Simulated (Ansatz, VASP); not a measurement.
## Two plane-wave programs on BaTiO3

```
Ba Ti O
1.0
     4.01925    0.00000    0.00000
     0.00000    4.01925    0.00000
     0.00000    0.00000    3.89867
Ba Ti O
1 1 3
Direct
  0.50000 0.50000 0.50000
  0.00000 0.00000 0.00000
  0.50000 0.00000 0.00000
  0.00000 0.50000 0.00000
  0.00000 0.00000 0.50000
```

Change from the starting cell: strain -0.0300 x Voigt [0, 0, 1, 0, 0, 0], atoms carried along.

Alike in both runs: task single point; functional PBE; k mesh 8 × 8 × 8; occupations gaussian, width 0.05 eV; no spin polarisation.

```csv
,VASP,Ansatz
version,VASP 6.6.1,Ansatz 0.2.0
potentials or method,"VASP PAW PBE potentials, release 64 (Ba_sv, Ti_sv, O), cutoff 520 eV","scalar-relativistic, plane waves, PAW"
valence electrons in the cell,40,40
```

Ansatz gave:

| Quantity | Value |
| --- | --- |
| gap on the k mesh at the Fermi level (eV) | 1.78 |
| least direct gap on the mesh (eV) | 1.88 |
| pressure (GPa) | 5.6 |
| traceless stress, the component that is largest in VASP (GPa) | 4.38 |

Which values does VASP return?

gap on the k mesh at the Fermi level (eV): 1.71; least direct gap on the mesh (eV): 1.84; pressure (GPa): 7.5; traceless stress, the component that is largest in VASP (GPa): 4.52.

Neither program's run includes spin-orbit coupling.
